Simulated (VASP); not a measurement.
# AgSn2SeI3 (Pmmm) in VASP: further runs

Runs on AgSn2SeI3. Level: PBE. Tasks: single point.

Program: VASP 6.6.1. These are calculated values, not measurements. Logs are shortened: lines on timing, memory, paths and dates and some standing lists are left out, and cuts for length are marked.

## 1. The cell of the first run

It takes space group Pmmm (No. 47, orthorhombic). The conventional cell has a = 5.065 Å, b = 5.791 Å, c = 10.820 Å, α = 90.00°, β = 90.00°, γ = 90.00°. Ag (site symmetry mmm) has 2 Se at 2.53 Å within 3.3 Å. Sn (site symmetry mm2) has 4 I at 2.94 to 3.29 Å and 1 Sn at 3.14 Å within 3.9 Å. Within 3.3 Å of Se (site symmetry mmm) lie 2 Ag at 2.53 Å. Within 3.9 Å of I (site symmetry mm2) lie 2 Sn at 2.94 Å and 2 Ag at 3.72 Å. Within 4.3 Å of I (site symmetry mmm) lie 4 Sn at 3.29 Å.

## 2. Single point, PBE

Contents of INCAR:

```
  PREC = Accurate
  ENCUT = 520
  EDIFF = 1E-6
  ISMEAR = 0
  SIGMA = 0.15
  LREAL = False
  LASPH = True
  NELM = 60
  ALGO = Normal
  ISIF = 2
  LWAVE = False
  LCHARG = False
  GGA = PE
  NBANDS = 42
```

Contents of KPOINTS:

```
regular mesh
0
Gamma
  3 2 1
```

Contents of POSCAR:

```
AgSn2SeI3
1.0
    5.7914007621      0.0000000000      0.0000000000
    0.0000000000      5.0654564662      0.0000000000
    0.0000000000      0.0000000000     10.8202706425
Ag Sn Se I
1 2 1 3
Direct
    0.0000000000      0.0000000000      0.0000000000
    0.5000000000      0.5000000000      0.6449811949
    0.5000000000      0.5000000000      0.3550188051
    0.0000000000      0.5000000000      0.0000000000
    0.5000000000      0.0000000000      0.7838237135
    0.5000000000      0.0000000000      0.2161762865
    0.0000000000      0.5000000000      0.5000000000
```

Potentials or basis: VASP PAW PBE potentials, release 64 (Ag, Sn_d, Se, I).

Run with:

```
$ cat potpaw_PBE.64/Ag/POTCAR potpaw_PBE.64/Sn_d/POTCAR potpaw_PBE.64/Se/POTCAR potpaw_PBE.64/I/POTCAR > POTCAR
$ mpirun -np 1 vasp_std > vasp.out
```

OUTCAR:

```text
PREC = Accurate
   ENCUT = 520
   EDIFF = 1E-6
   ISMEAR = 0
   LREAL = False
   LASPH = True
   NELM = 60
   ISIF = 2
   GGA = PE

 ion  position               nearest neighbor table
   1  0.000  0.000  0.000-   4 2.53   4 2.53
   2  0.500  0.500  0.645-   5 2.94   5 2.94   3 3.14   7 3.29   7 3.29
   3  0.500  0.500  0.355-   6 2.94   6 2.94   2 3.14   7 3.29   7 3.29
   4  0.000  0.500  0.000-   1 2.53   1 2.53
   5  0.500  0.000  0.784-   2 2.94   2 2.94
   6  0.500  0.000  0.216-   3 2.94   3 2.94
   7  0.000  0.500  0.500-   2 3.29   3 3.29   2 3.29   3 3.29

  LATTYP: Found a simple orthorhombic cell.
 ALAT       =     5.0654564662
 B/A-ratio  =     1.1433127105
 C/A-ratio  =     2.1360899486

  Lattice vectors:

 A1 = (   0.0000000000,  -5.0654564662,   0.0000000000)
 A2 = (   5.7914007621,   0.0000000000,   0.0000000000)
 A3 = (   0.0000000000,   0.0000000000,  10.8202706425)

Analysis of symmetry for initial positions (statically):
=====================================================================
 Subroutine PRICEL returns:
 Original cell was already a primitive cell.

 Routine SETGRP: Setting up the symmetry group for a
 simple orthorhombic supercell.

 Subroutine GETGRP returns: Found  8 space group operations
 (whereof  8 operations were pure point group operations)
 out of a pool of  8 trial point group operations.

The static configuration has the point symmetry D_2h.

Analysis of symmetry for dynamics (positions and initial velocities):
=====================================================================
 Subroutine PRICEL returns:
 Original cell was already a primitive cell.

 Routine SETGRP: Setting up the symmetry group for a
 simple orthorhombic supercell.

 Subroutine GETGRP returns: Found  8 space group operations
 (whereof  8 operations were pure point group operations)
 out of a pool of  8 trial point group operations.

The dynamic configuration has the point symmetry D_2h.

 Subroutine INISYM returns: Found  8 space group operations
 (whereof  8 operations are pure point group operations),
 and found     1 'primitive' translations

----------------------------------------------------------------------------------------

                                     Primitive cell

  volume of cell :     317.4244

  direct lattice vectors                    reciprocal lattice vectors
     5.791400762  0.000000000  0.000000000     0.172669798  0.000000000  0.000000000
     0.000000000  5.065456466  0.000000000     0.000000000  0.197415575  0.000000000
     0.000000000  0.000000000 10.820270643     0.000000000  0.000000000  0.092419130

  length of vectors
     5.791400762  5.065456466 10.820270643     0.172669798  0.197415575  0.092419130

  position of ions in fractional coordinates (direct lattice)
     0.000000000  0.000000000  0.000000000
     0.500000000  0.500000000  0.644981195
     0.500000000  0.500000000  0.355018805
     0.000000000  0.500000000  0.000000000
     0.500000000  0.000000000  0.783823713
     0.500000000  0.000000000  0.216176287
     0.000000000  0.500000000  0.500000000

  ion indices of the primitive-cell ions
   primitive index   ion index
                 1           1
                 2           2
                 3           3
                 4           4
                 5           5
                 6           6
                 7           7

----------------------------------------------------------------------------------------

 KPOINTS: regular mesh

Automatic generation of k-mesh.
 Grid dimensions read from file:
 generate k-points for:    3    2    1

 Generating k-lattice:

  Cartesian coordinates                     Fractional coordinates (reciprocal lattice)
     0.057556599  0.000000000  0.000000000     0.333333333  0.000000000  0.000000000
     0.000000000  0.098707787  0.000000000     0.000000000  0.500000000  0.000000000
     0.000000000  0.000000000  0.092419130     0.000000000  0.000000000  1.000000000

  Length of vectors
     0.057556599  0.098707787  0.092419130

  Shift w.r.t. Gamma in fractional coordinates (k-lattice)
     0.000000000  0.000000000  0.000000000

 Subroutine IBZKPT returns following result:
 ===========================================

 Found      4 irreducible k-points:

 Following reciprocal coordinates:
            Coordinates               Weight
  0.000000  0.000000  0.000000      1.000000
  0.333333  0.000000  0.000000      2.000000
  0.000000  0.500000  0.000000      1.000000
  0.333333  0.500000  0.000000      2.000000
   k-points           NKPTS =      4   k-points in BZ     NKDIM =      4   number of bands    NBANDS=     42
   number of dos      NEDOS =    301   number of ions     NIONS =      7
   total plane-waves  NPLWV = 153600
   dimension x,y,z NGX =    48 NGY =   40 NGZ =   80
   dimension x,y,z NGXF=    96 NGYF=   80 NGZF=  160
   ions per type =               1   2   1   3
   NGX,Y,Z   is equivalent  to a cutoff of  13.78, 13.13, 12.29 a.u.
   NGXF,Y,Z  is equivalent  to a cutoff of  27.56, 26.26, 24.58 a.u.
 SYSTEM =  unknown system
   PREC   = accura    normal or accurate (medium, high low for compatibility)
   ISTART =      0    job   : 0-new  1-cont  2-samecut
   ICHARG =      2    charge: 1-file 2-atom 10-const
   ISPIN  =      1    spin polarized calculation?
   LNONCOLLINEAR =      F non collinear calculations
   LSORBIT =      F    spin-orbit coupling
   LASPH  =      T    aspherical Exc in radial PAW
   ENCUT  =  520.0 eV  38.22 Ry    6.18 a.u.  10.77  9.42 20.12*2*pi/ulx,y,z
   NELM   =     60;   NELMIN=  2; NELMDL= -5     # of ELM steps
   EDIFF  = 0.1E-05   stopping-criterion for ELM
   LREAL  =      F    real-space projection
   EDIFFG = 0.1E-04   stopping-criterion for IOM
   NSW    =      0    number of steps for IOM
   IBRION =     -1    ionic relax: 0-MD 1-quasi-New 2-CG
   NFREE  =      0    steps in history (QN), initial steepest desc. (CG)
   ISIF   =      2    stress and relaxation
   ISYM   =      2    0-nonsym 1-usesym 2-fastsym
   POTIM  = 0.5000    time-step for ionic-motion
   TEBEG  =    0.0;   TEEND  =   0.0 temperature during run
   PSTRESS=    0.0 pullay stress
   NELECT =      66.0000    total number of electrons
   NUPDOWN=      -1.0000    fix difference up-down
   EMIN   =  10.00;   EMAX   =-10.00  energy-range for DOS
   EFERMI =   0.00;   METHOD = LEGACY
   ISMEAR =     0;   SIGMA  =   0.15  broadening in eV -4-tet -1-fermi 0-gaus
   EFERMI_NEDOS =   21; number of points for ismear=-14 and -15
   IALGO  =     38    algorithm
   IMIX   =      4    mixing-type and parameters
     AMIX     =   0.40;   BMIX     =  1.00
     AMIX_MAG =   1.60;   BMIX_MAG =  1.00
  volume/ion in A,a.u.               =      45.35       306.01
  Fermi-wavevector in a.u.,A,eV,Ry     =   0.969861  1.832771 12.798045  0.940630
  Thomas-Fermi vector in A             =   2.099948
   LORBIT       =      0    0 simple, 1 ext, 2 COOP (PROOUT), +10 PAW based schemes
   GGA     = PE    functional components
   LHFCALC =     F    Hartree Fock is set to
   AEXX    =    0.0000 exact exchange contribution
   IVDW    =     0    specifies the selected vdW correction
   LEPSILON=     F    determine dielectric tensor
   LRPA    =     F    only Hartree local field effects (RPA)
 non-spin polarized calculation
 Gauss-broadening in eV      SIGMA  =   0.15
  energy-cutoff  :      520.00
  volume of cell :      317.42
 maximum number of plane-waves:      8583
 NGX is ok and might be reduce to    48
   NGX = 21   NGY = 19   NGZ = 41

 number of electron      66.0000008 magnetization

 Free energy of the ion-electron system (eV)
  ---------------------------------------------------
  ext. energy  EPLUGINS =         0.00000000
  ---------------------------------------------------
  free energy    TOTEN  =       -18.69822122 eV

  energy without entropy =      -18.60314608  energy(sigma->0) =      -18.65068365

 E-fermi :   1.9807     XC(G=0):  -7.3535

 val. band max:        1.9505484169   @ k =   0.3333   0.5000   0.0000
 cond. band min:       1.9893173986   @ k =   0.0000   0.5000   0.0000
 fundamental gap:      0.0387689817
 Fermi energy:         1.9807468582

 k-point     1 :       0.0000    0.0000    0.0000
  band No.  band energies     occupation
      1     -19.7761      2.00000
      2     -19.7677      2.00000
      3     -19.7543      2.00000
      4     -19.7495      2.00000
      5     -19.6999      2.00000
      6     -19.6942      2.00000
[... 34 lines left out ...]
     41       6.2052      0.00000
     42       6.8431      0.00000

 k-point     2 :       0.3333    0.0000    0.0000
  band No.  band energies     occupation
      1     -19.7753      2.00000
      2     -19.7673      2.00000
      3     -19.7544      2.00000
      4     -19.7495      2.00000
      5     -19.7006      2.00000
      6     -19.6942      2.00000
[... 34 lines left out ...]
     41       6.4187      0.00000
     42       7.4524      0.00000

 k-point     3 :       0.0000    0.5000    0.0000
  band No.  band energies     occupation
      1     -19.7719      2.00000
      2     -19.7628      2.00000
      3     -19.7549      2.00000
      4     -19.7500      2.00000
      5     -19.6998      2.00000
      6     -19.6923      2.00000
[... 34 lines left out ...]
     41       6.8033      0.00000
     42       7.0026      0.00000

 k-point     4 :       0.3333    0.5000    0.0000
  band No.  band energies     occupation
      1     -19.7710      2.00000
      2     -19.7624      2.00000
      3     -19.7550      2.00000
      4     -19.7500      2.00000
      5     -19.7005      2.00000
      6     -19.6923      2.00000
[... 34 lines left out ...]
     41       6.8344      0.00000
     42       7.2574      0.00000

------------------------ aborting loop because EDIFF is reached ----------------------------------------

  FORCE on cell =-STRESS in cart. coord.  units (eV):
  Direction    XX          YY          ZZ          XY          YZ          ZX
  --------------------------------------------------------------------------------------
  -------------------------------------------------------------------------------------
  Total        0.2043385     -0.2919196      0.1007007      0.0000000      0.0000000      0.0000000
  in kB        1.0313840     -1.4734436      0.5082798      0.0000000      0.0000000      0.0000000
  external PRESSURE =       0.0220734 kB  Pullay stress =       0.0000000 kB

 VOLUME and BASIS-vectors are now :
 -----------------------------------------------------------------------------
  energy-cutoff  :      520.00
  volume of cell :      317.42
      direct lattice vectors                 reciprocal lattice vectors
     5.791400762  0.000000000  0.000000000     0.172669798  0.000000000  0.000000000
     0.000000000  5.065456466  0.000000000     0.000000000  0.197415575  0.000000000
     0.000000000  0.000000000 10.820270643     0.000000000  0.000000000  0.092419130

 POSITION                                       TOTAL-FORCE (eV/Angst)
 -----------------------------------------------------------------------------------
      0.00000      0.00000      0.00000         0.000000      0.000000      0.000000
      2.89570      2.53273      6.97887         0.000000      0.000000      0.015019
      2.89570      2.53273      3.84140         0.000000      0.000000     -0.015019
      0.00000      2.53273      0.00000         0.000000      0.000000      0.000000
      2.89570      0.00000      8.48118        -0.000000      0.000000     -0.014072
      2.89570      0.00000      2.33909         0.000000      0.000000      0.014072
      0.00000      2.53273      5.41014         0.000000      0.000000      0.000000
 -----------------------------------------------------------------------------------
    total drift:                                0.000000     -0.000000      0.000000

  FREE ENERGIE OF THE ION-ELECTRON SYSTEM (eV)
  ---------------------------------------------------
  free  energy   TOTEN  =       -18.6982212159 eV

  energy  without entropy=      -18.6031460831  energy(sigma->0) =      -18.65068365
```

Wall time 46 s (1 thread of Intel Xeon 6975P-C (Granite Rapids), shared host); peak memory 0.42 GiB.

What came out:

```yaml
Free_energy: -18.6982 eV
Pressure: 0.0 GPa
Largest_force: 0.015 eV/Å
Band_gap_on_the_k_mesh: zero (band 33 reaches 2.05 eV, above the bottom of band 34 at 1.43 eV)
```

Forces in eV/Å, atoms in the order of the input:
```
Ag   0.000  0.000  0.000
Sn   0.000  0.000  0.015
Sn   0.000  0.000 -0.015
Se   0.000  0.000  0.000
I    0.000  0.000 -0.014
I    0.000  0.000  0.014
I    0.000  0.000  0.000
```

Stress tensor (GPa, compression positive):
```
 0.10  0.00  0.00
 0.00 -0.15  0.00
 0.00  0.00  0.05
```

Caveat: the k points lie up to 0.62 Å⁻¹ apart; spin-orbit coupling is left out, which moves the levels of the heavy elements.

## 3. Single point, PBE

This run uses another cell than the first one, of 53.48 Å³/atom, 1.179 times its volume.

Contents of INCAR:

```
SYSTEM = AgSn2SeI3
ALGO = Normal
EDIFF = 1E-6
ENCUT = 520
GGA = PE
ISIF = 2
ISMEAR = 0
LASPH = .TRUE.
LCHARG = .FALSE.
LREAL = .FALSE.
LWAVE = .FALSE.
NBANDS = 42
NELM = 100
PREC = Accurate
SIGMA = 0.15
```

Contents of KPOINTS:

```
k-points
0
G
  3 2 2
  0 0 0
```

Contents of POSCAR:

```
AgSn2SeI3
1.0
    5.8170876477      0.0000000000      0.0000000000
    0.0000000000      5.1985889398      0.0000000000
    0.0000000000      0.0000000000     12.3798087530
Ag Sn Se I
1 2 1 3
Direct
    0.5000000000      0.0000000000      0.5000000000
    0.0000000000      0.0000000000      0.5000000000
    0.0000000000      0.0000000000      0.0000000000
    0.0000000000      0.5000000000      0.0000000000
    0.0000000000      0.0000000000      0.7368666064
    0.0000000000      0.0000000000      0.2631333936
    0.5000000000      0.0000000000      0.0000000000
```

Potentials or basis: VASP PAW PBE potentials, release 64 (Ag, Sn_d, Se, I).

Run with:

```
$ cat potpaw_PBE.64/Ag/POTCAR potpaw_PBE.64/Sn_d/POTCAR potpaw_PBE.64/Se/POTCAR potpaw_PBE.64/I/POTCAR > POTCAR
$ mpirun -np 1 vasp_std > vasp.out
```

It took 92 s on 1 thread of Intel Xeon 6975P-C (Granite Rapids), shared host; peak memory 0.52 GiB.

It converged, with:

* Free energy: -17.6318 eV
* Pressure: 0.2 GPa
* Largest force: 0.059 eV/Å
* Band gap on the k mesh: zero (band 33 reaches 0.68 eV, above the bottom of band 34 at 0.27 eV)

Forces in eV/Å, atoms in the order of the input:
```
Ag   0.000  0.000  0.000
Sn   0.000  0.000  0.000
Sn   0.000  0.000  0.000
Se   0.000  0.000  0.000
I    0.000  0.000  0.059
I    0.000  0.000 -0.059
I    0.000  0.000  0.000
```

Stress tensor (GPa, compression positive):
```
 0.14  0.00  0.00
 0.00 -0.01  0.00
 0.00  0.00  0.33
```

Levels at points of the mesh, in eV from the Fermi level:
```
           k point  band 31  band 32  band 33  band 34  band 35  band 36
(0.00, 0.00, 0.00)    -0.77    -0.76    -0.29     0.11     0.94     1.09
(0.00, 0.50, 0.00)    -0.95    -0.59     0.12     0.21     1.24     1.51
(0.00, 0.00, 0.50)    -0.94    -0.42    -0.29     0.07     0.87     1.06
(0.00, 0.50, 0.50)    -0.89    -0.85     0.17     0.30     1.20     1.41
```

Caveat: the k points lie up to 0.60 Å⁻¹ apart; spin-orbit coupling is left out, which moves the levels of the heavy elements.
